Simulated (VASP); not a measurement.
# Al2O3 (R-3c) in VASP: notebook

The runs below take Al2O3 through single point, with PBEsol.

All numbers are computed with VASP 6.6.1; they aren't measurements. Logs are shortened: lines on timing, memory, paths and dates and some standing lists are left out, and cuts for length are marked.

### Step 1. The cell of the first run

Symmetry: R-3c, No. 167, trigonal system. Conventional cell: a = 4.672 Å, b = 4.672 Å, c = 13.585 Å, α = 90.00°, β = 90.00°, γ = 120.00°. Al (site symmetry 3) has 6 O at 1.82 to 2.03 Å within 2.4 Å. Within 2.5 Å of O (site symmetry 2) lie 4 Al at 1.82 to 2.03 Å and 2 O at 2.47 Å.

### Step 2. Single point, PBEsol

INCAR

```
SYSTEM = Al2O3
ALGO = Normal
EDIFF = 1E-7
ENCUT = 520
GGA = PS
ISIF = 2
ISMEAR = 0
LASPH = .TRUE.
LCHARG = .TRUE.
LELF = .TRUE.
LREAL = .FALSE.
LVHAR = .TRUE.
LWAVE = .FALSE.
NBANDS = 35
NELM = 80
PREC = Accurate
SIGMA = 0.05
```

KPOINTS

```
k-points
0
G
  6 6 6
  0 0 0
```

POSCAR

```
Al2O3
1.0
    2.3358509594      1.3486041802      4.5284363933
   -2.3358509594      1.3486041802      4.5284363933
    0.0000000000     -2.6972083604      4.5284363933
Al O
4 6
Direct
    0.8558773135      0.8558773135      0.8558773135
    0.6441226865      0.6441226865      0.6441226865
    0.1441226865      0.1441226865      0.1441226865
    0.3558773135      0.3558773135      0.3558773135
    0.0558571577      0.4441428423      0.7500000000
    0.7500000000      0.0558571577      0.4441428423
    0.4441428423      0.7500000000      0.0558571577
    0.9441428423      0.5558571577      0.2500000000
    0.2500000000      0.9441428423      0.5558571577
    0.5558571577      0.2500000000      0.9441428423
```

Potentials or basis: VASP PAW PBE potentials, release 64 (Al, O).

Command:

```sh
> cat potpaw_PBE.64/Al/POTCAR potpaw_PBE.64/O/POTCAR > POTCAR
> mpirun -np 1 vasp_std > vasp.out
```

OUTCAR:

```text
SYSTEM = Al2O3
   EDIFF = 1E-7
   ENCUT = 520
   GGA = PS
   ISIF = 2
   ISMEAR = 0
   LASPH = .TRUE.
   LREAL = .FALSE.
   NELM = 80
   PREC = Accurate

 ion  position               nearest neighbor table
   1  0.856  0.856  0.856-  10 1.82   8 1.82   9 1.82   5 2.03   7 2.03   6 2.03   3 2.77   3 2.77
                             3 2.77   2 2.88   2 3.16   2 3.16   2 3.16
   2  0.644  0.644  0.644-   9 1.82   8 1.82  10 1.82   5 2.03   6 2.03   7 2.03   4 2.77   4 2.77
                             4 2.77   1 2.88   1 3.16   1 3.16   1 3.16
   3  0.144  0.144  0.144-   7 1.82   5 1.82   6 1.82   8 2.03  10 2.03   9 2.03   1 2.77   1 2.77
                             1 2.77   4 2.88   4 3.16   4 3.16   4 3.16
   4  0.356  0.356  0.356-   6 1.82   5 1.82   7 1.82   8 2.03   9 2.03  10 2.03   2 2.77   2 2.77
                             2 2.77   3 2.88   3 3.16   3 3.16   3 3.16
   5  0.056  0.444  0.750-   3 1.82   4 1.82   1 2.03   2 2.03
   6  0.750  0.056  0.444-   4 1.82   3 1.82   2 2.03   1 2.03
   7  0.444  0.750  0.056-   3 1.82   4 1.82   1 2.03   2 2.03
   8  0.944  0.556  0.250-   1 1.82   2 1.82   3 2.03   4 2.03
   9  0.250  0.944  0.556-   2 1.82   1 1.82   4 2.03   3 2.03
  10  0.556  0.250  0.944-   1 1.82   2 1.82   3 2.03   4 2.03

  LATTYP: Found a trigonal (rhomboedric) cell.
 ALAT       =     5.2708319180
 COS(alpha) =     0.6072086466

  Lattice vectors:

 A1 = (   2.3358509594,   1.3486041802,   4.5284363933)
 A2 = (  -2.3358509594,   1.3486041802,   4.5284363933)
 A3 = (   0.0000000000,  -2.6972083604,   4.5284363933)

Analysis of symmetry for initial positions (statically):
=====================================================================
 Subroutine PRICEL returns:
 Original cell was already a primitive cell.

 Routine SETGRP: Setting up the symmetry group for a
 trigonal (rhombohedral) supercell.

 Subroutine GETGRP returns: Found 12 space group operations
 (whereof  6 operations were pure point group operations)
 out of a pool of 12 trial point group operations.

The static configuration has the point symmetry S_6 .
 The point group associated with its full space group is D_3d.

Analysis of symmetry for dynamics (positions and initial velocities):
=====================================================================
 Subroutine PRICEL returns:
 Original cell was already a primitive cell.

 Routine SETGRP: Setting up the symmetry group for a
 trigonal (rhombohedral) supercell.

 Subroutine GETGRP returns: Found 12 space group operations
 (whereof  6 operations were pure point group operations)
 out of a pool of 12 trial point group operations.

The dynamic configuration has the point symmetry S_6 .
 The point group associated with its full space group is D_3d.

 Subroutine INISYM returns: Found 12 space group operations
 (whereof  6 operations are pure point group operations),
 and found     1 'primitive' translations

----------------------------------------------------------------------------------------

                                     Primitive cell

  volume of cell :      85.5912

  direct lattice vectors                    reciprocal lattice vectors
     2.335850959  1.348604180  4.528436393     0.214054753  0.123584569  0.073608925
    -2.335850959  1.348604180  4.528436393    -0.214054753  0.123584569  0.073608925
     0.000000000 -2.697208360  4.528436393     0.000000000 -0.247169138  0.073608925

  length of vectors
     5.270831918  5.270831918  5.270831918     0.257896989  0.257896989  0.257896989

  position of ions in fractional coordinates (direct lattice)
     0.855877314  0.855877314  0.855877314
     0.644122686  0.644122686  0.644122686
     0.144122686  0.144122686  0.144122686
     0.355877314  0.355877314  0.355877314
     0.055857158  0.444142842  0.750000000
     0.750000000  0.055857158  0.444142842
     0.444142842  0.750000000  0.055857158
     0.944142842  0.555857158  0.250000000
     0.250000000  0.944142842  0.555857158
     0.555857158  0.250000000  0.944142842

  ion indices of the primitive-cell ions
   primitive index   ion index
                 1           1
                 2           2
                 3           3
                 4           4
                 5           5
                 6           6
                 7           7
                 8           8
                 9           9
                10          10

----------------------------------------------------------------------------------------

 KPOINTS: k-points

Automatic generation of k-mesh.
 Grid dimensions read from file:
 generate k-points for:    6    6    6

 Generating k-lattice:

  Cartesian coordinates                     Fractional coordinates (reciprocal lattice)
     0.035675792  0.020597428  0.012268154     0.166666667  0.000000000  0.000000000
    -0.035675792  0.020597428  0.012268154     0.000000000  0.166666667  0.000000000
     0.000000000 -0.041194856  0.012268154     0.000000000  0.000000000  0.166666667

  Length of vectors
     0.042982831  0.042982831  0.042982831

  Shift w.r.t. Gamma in fractional coordinates (k-lattice)
     0.000000000  0.000000000  0.000000000

 Subroutine IBZKPT returns following result:
 ===========================================

 Found     32 irreducible k-points:

 Following reciprocal coordinates:
            Coordinates               Weight
  0.000000  0.000000  0.000000      1.000000
  0.166667  0.000000 -0.000000      6.000000
  0.333333 -0.000000  0.000000      6.000000
  0.500000 -0.000000  0.000000      3.000000
  0.166667  0.166667 -0.000000      6.000000
  0.333333  0.166667  0.000000     12.000000
[... 16 lines left out ...]
  0.500000  0.500000  0.166667      6.000000
 -0.333333  0.500000  0.166667     12.000000
 [... further k-points ...]
   k-points           NKPTS =     32   k-points in BZ     NKDIM =     32   number of bands    NBANDS=     35
   number of dos      NEDOS =    301   number of ions     NIONS =     10
   total plane-waves  NPLWV =  64000
   dimension x,y,z NGX =    40 NGY =   40 NGZ =   40
   dimension x,y,z NGXF=    80 NGYF=   80 NGZF=   80
   ions per type =               4   6
   NGX,Y,Z   is equivalent  to a cutoff of  12.62, 12.62, 12.62 a.u.
   NGXF,Y,Z  is equivalent  to a cutoff of  25.23, 25.23, 25.23 a.u.
 SYSTEM =  Al2O3
   PREC   = accura    normal or accurate (medium, high low for compatibility)
   ISTART =      0    job   : 0-new  1-cont  2-samecut
   ICHARG =      2    charge: 1-file 2-atom 10-const
   ISPIN  =      1    spin polarized calculation?
   LNONCOLLINEAR =      F non collinear calculations
   LSORBIT =      F    spin-orbit coupling
   LASPH  =      T    aspherical Exc in radial PAW
   ENCUT  =  520.0 eV  38.22 Ry    6.18 a.u.   9.80  9.80  9.80*2*pi/ulx,y,z
   NELM   =     80;   NELMIN=  2; NELMDL= -5     # of ELM steps
   EDIFF  = 0.1E-06   stopping-criterion for ELM
   LREAL  =      F    real-space projection
   EDIFFG = 0.1E-05   stopping-criterion for IOM
   NSW    =      0    number of steps for IOM
   IBRION =     -1    ionic relax: 0-MD 1-quasi-New 2-CG
   NFREE  =      0    steps in history (QN), initial steepest desc. (CG)
   ISIF   =      2    stress and relaxation
   ISYM   =      2    0-nonsym 1-usesym 2-fastsym
   POTIM  = 0.5000    time-step for ionic-motion
   TEBEG  =    0.0;   TEEND  =   0.0 temperature during run
   PSTRESS=    0.0 pullay stress
   NELECT =      48.0000    total number of electrons
   NUPDOWN=      -1.0000    fix difference up-down
   EMIN   =  10.00;   EMAX   =-10.00  energy-range for DOS
   EFERMI =   0.00;   METHOD = LEGACY
   ISMEAR =     0;   SIGMA  =   0.05  broadening in eV -4-tet -1-fermi 0-gaus
   EFERMI_NEDOS =   21; number of points for ismear=-14 and -15
   IALGO  =     38    algorithm
   IMIX   =      4    mixing-type and parameters
     AMIX     =   0.40;   BMIX     =  1.00
     AMIX_MAG =   1.60;   BMIX_MAG =  1.00
  volume/ion in A,a.u.               =       8.56        57.76
  Fermi-wavevector in a.u.,A,eV,Ry     =   1.350037  2.551199 24.797961  1.822599
  Thomas-Fermi vector in A             =   2.477574
   LORBIT       =      0    0 simple, 1 ext, 2 COOP (PROOUT), +10 PAW based schemes
   GGA     = PS    functional components
   LHFCALC =     F    Hartree Fock is set to
   AEXX    =    0.0000 exact exchange contribution
   IVDW    =     0    specifies the selected vdW correction
   LEPSILON=     F    determine dielectric tensor
   LRPA    =     F    only Hartree local field effects (RPA)
 non-spin polarized calculation
 Gauss-broadening in eV      SIGMA  =   0.05
  energy-cutoff  :      520.00
  volume of cell :       85.59
 maximum number of plane-waves:      2321
   NGX = 19   NGY = 19   NGZ = 19

 number of electron      47.9999995 magnetization

 Free energy of the ion-electron system (eV)
  ---------------------------------------------------
  ext. energy  EPLUGINS =         0.00000000
  ---------------------------------------------------
  free energy    TOTEN  =       -78.20504612 eV

  energy without entropy =      -78.20504612  energy(sigma->0) =      -78.20504612

 E-fermi :   6.3889     XC(G=0): -11.9093

 val. band max:        6.1529193023   @ k =   0.0000   0.0000   0.0000
 cond. band min:      11.9241786811   @ k =   0.0000   0.0000   0.0000
 fundamental gap:      5.7712593788
 Fermi energy:         6.3889002854

 k-point     1 :       0.0000    0.0000    0.0000
  band No.  band energies     occupation
      1     -13.1651      2.00000
      2     -11.0783      2.00000
      3     -10.4570      2.00000
      4     -10.4570      2.00000
      5     -10.1955      2.00000
      6     -10.1955      2.00000
[... 27 lines left out ...]
     34      19.6169      0.00000
     35      19.8583      0.00000

 k-point     2 :       0.1667    0.0000   -0.0000
  band No.  band energies     occupation
      1     -13.0153      2.00000
      2     -11.0543      2.00000
      3     -10.6233      2.00000
      4     -10.4980      2.00000
      5     -10.2678      2.00000
      6     -10.2223      2.00000
[... 27 lines left out ...]
     34      19.0351      0.00000
     35      19.6407      0.00000

 k-point     3 :       0.3333   -0.0000    0.0000
  band No.  band energies     occupation
      1     -12.5896      2.00000
      2     -11.3155      2.00000
      3     -10.7357      2.00000
      4     -10.5497      2.00000
      5     -10.4149      2.00000
      6     -10.3407      2.00000
[... 27 lines left out ...]
     34      19.0224      0.00000
     35      19.1594      0.00000

 k-point     4 :       0.5000   -0.0000    0.0000
  band No.  band energies     occupation
      1     -11.9673      2.00000
      2     -11.9673      2.00000
      3     -10.5463      2.00000
      4     -10.5463      2.00000
      5     -10.5259      2.00000
      6     -10.5259      2.00000
[... 27 lines left out ...]
     34      18.6830      0.00000
     35      19.1158      0.00000

 k-point     5 :       0.1667    0.1667   -0.0000
  band No.  band energies     occupation
      1     -12.9799      2.00000
      2     -11.1017      2.00000
      3     -10.5752      2.00000
      4     -10.5302      2.00000
      5     -10.3330      2.00000
      6     -10.1939      2.00000
[... 638 lines left out ...]
 k-point    22 :      -0.1667    0.3333    0.1667
  band No.  band energies     occupation
      1     -12.2458      2.00000
      2     -11.3083      2.00000
      3     -10.8967      2.00000
      4     -10.8086      2.00000
      5     -10.5702      2.00000
      6     -10.3070      2.00000
[... 27 lines left out ...]
     34      18.9148      0.00000
     35      19.2455      0.00000

 k-point    23 :       0.5000    0.5000    0.1667
  band No.  band energies     occupation
      1     -12.1558      2.00000
      2     -11.5239      2.00000
      3     -11.0437      2.00000
      4     -10.7588      2.00000
      5     -10.4789      2.00000
      6     -10.1902      2.00000
[... 27 lines left out ...]
     34      19.1479      0.00000
     35      19.3714      0.00000

 k-point    24 :      -0.3333    0.5000    0.1667
  band No.  band energies     occupation
      1     -11.8345      2.00000
      2     -11.4873      2.00000
      3     -11.2311      2.00000
      4     -10.9792      2.00000
      5     -10.4665      2.00000
      6     -10.2377      2.00000
[... 27 lines left out ...]
     34      19.0207      0.00000
     35      19.3114      0.00000

 [... further k-points ...]
[... 5 lines left out ...]
  --------------------------------------------------------------------------------------
  -------------------------------------------------------------------------------------
  Total        6.5479270      6.5479270     -9.1064319     -0.0000000     -0.0000000      0.0000000
  in kB      122.5703028    122.5703028   -170.4628213     -0.0000000     -0.0000000      0.0000000
  external PRESSURE =      24.8925948 kB  Pullay stress =       0.0000000 kB

 VOLUME and BASIS-vectors are now :
 -----------------------------------------------------------------------------
  energy-cutoff  :      520.00
  volume of cell :       85.59
      direct lattice vectors                 reciprocal lattice vectors
     2.335850959  1.348604180  4.528436393     0.214054753  0.123584569  0.073608925
    -2.335850959  1.348604180  4.528436393    -0.214054753  0.123584569  0.073608925
     0.000000000 -2.697208360  4.528436393     0.000000000 -0.247169138  0.073608925

 POSITION                                       TOTAL-FORCE (eV/Angst)
 -----------------------------------------------------------------------------------
      0.00000      0.00000     11.62736        -0.000000     -0.000000     -1.093498
      0.00000      0.00000      8.75061        -0.000000     -0.000000      1.093498
      0.00000      0.00000      1.95795        -0.000000      0.000000      1.093498
      0.00000      0.00000      4.83470        -0.000000      0.000000     -1.093498
     -0.90698     -1.34860      5.66055        -0.018328      0.000000      0.000000
      1.62141     -0.11116      5.66055         0.009164     -0.015872      0.000000
     -0.71444      1.45977      5.66055         0.009164      0.015872      0.000000
      0.90698      1.34860      7.92476         0.018328      0.000000      0.000000
     -1.62141      0.11116      7.92476        -0.009164      0.015872      0.000000
      0.71444     -1.45977      7.92476        -0.009164     -0.015872      0.000000
 -----------------------------------------------------------------------------------
    total drift:                               -0.000000      0.000000     -0.000000

  FREE ENERGIE OF THE ION-ELECTRON SYSTEM (eV)
  ---------------------------------------------------
  free  energy   TOTEN  =       -78.2050461226 eV

  energy  without entropy=      -78.2050461226  energy(sigma->0) =      -78.20504612
```

Run time: 59 s. Hardware: 1 thread of AMD EPYC 9R45 (Zen 5), shared host; peak memory 0.24 GiB.

What came out:

```yaml
Free_energy: -78.2050 eV
Pressure: 2.5 GPa
Largest_force: 1.093 eV/Å
Band_gap_on_the_k_mesh: 5.77 eV
```

Forces in eV/Å, atoms in the order of the input:
```
Al   0.000  0.000 -1.093
Al   0.000  0.000  1.093
Al   0.000  0.000  1.093
Al   0.000  0.000 -1.093
O   -0.018  0.000  0.000
O    0.009 -0.016  0.000
O    0.009  0.016  0.000
O    0.018  0.000  0.000
O   -0.009  0.016  0.000
O   -0.009 -0.016  0.000
```

Caveat: the stress differs along the axes, from -17 to 12 GPa; the PAW data sets were made with another functional, which shifts forces and pressure a little.

### Step 3. Single point, PBEsol

This run uses another cell than the first one, of the same volume but with other edges.

INCAR

```
  PREC = Accurate
  ENCUT = 520
  EDIFF = 1E-7
  ISMEAR = 0
  SIGMA = 0.05
  LREAL = F
  LASPH = T
  NELM = 80
  ALGO = Normal
  ISIF = 2
  LWAVE = F
  LCHARG = F
  GGA = PS
  NBANDS = 35
```

KPOINTS

```
regular mesh
0
Gamma
  6 6 6
```

POSCAR

```
Al2O3
1.0
    2.2459200283      1.2966825329      4.8983515818
   -2.2459200283      1.2966825329      4.8983515818
    0.0000000000     -2.5933650659      4.8983515818
Al O
4 6
Direct
    0.8635618459      0.8635618459      0.8635618459
    0.6364381541      0.6364381541      0.6364381541
    0.1364381541      0.1364381541      0.1364381541
    0.3635618459      0.3635618459      0.3635618459
    0.0558571577      0.4441428423      0.7500000000
    0.7500000000      0.0558571577      0.4441428423
    0.4441428423      0.7500000000      0.0558571577
    0.9441428423      0.5558571577      0.2500000000
    0.2500000000      0.9441428423      0.5558571577
    0.5558571577      0.2500000000      0.9441428423
```

Potentials or basis: VASP PAW PBE potentials, release 64 (Al, O).

Command:

```sh
> cat potpaw_PBE.64/Al/POTCAR potpaw_PBE.64/O/POTCAR > POTCAR
> mpirun -np 1 vasp_std > vasp.out
```

Run time: 71 s. Hardware: 1 thread of AMD EPYC 9R45 (Zen 5), shared host; peak memory 0.24 GiB.

The run converged. Its results:

- Free energy: -75.1350 eV
- Pressure: 15.8 GPa
- Largest force: 2.394 eV/Å
- Band gap on the k mesh: 4.53 eV

Forces in eV/Å, atoms in the order of the input:
```
Al   0.000  0.000 -2.394
Al   0.000  0.000  2.394
Al   0.000  0.000  2.394
Al   0.000  0.000 -2.394
O   -0.190  0.000  0.000
O    0.095 -0.164  0.000
O    0.095  0.164  0.000
O    0.190  0.000  0.000
O   -0.095  0.164  0.000
O   -0.095 -0.164  0.000
```

Stress tensor (GPa, compression positive):
```
 41.91   0.00   0.00
  0.00  41.91   0.00
  0.00   0.00 -36.27
```

Levels at points of the mesh, in eV from the valence-band top:
```tsv
k point	band 21	band 22	band 23	band 24	band 25	band 26	band 27	band 28
(0.00, 0.00, 0.00)	-0.47	-0.47	0.00	0.00	4.53	8.63	8.91	8.91
(0.50, 0.00, 0.00)	-1.37	-1.37	-0.88	-0.88	7.20	7.20	7.99	7.99
(0.50, 0.50, 0.00)	-1.54	-1.31	-1.06	-0.97	7.60	7.97	8.93	9.04
(0.50, 0.50, 0.50)	-0.26	-0.26	-0.26	-0.26	7.93	7.93	9.01	9.01
```

Caveat: the stress differs along the axes, from -36 to 42 GPa; the PAW data sets were made with another functional, which shifts forces and pressure a little.
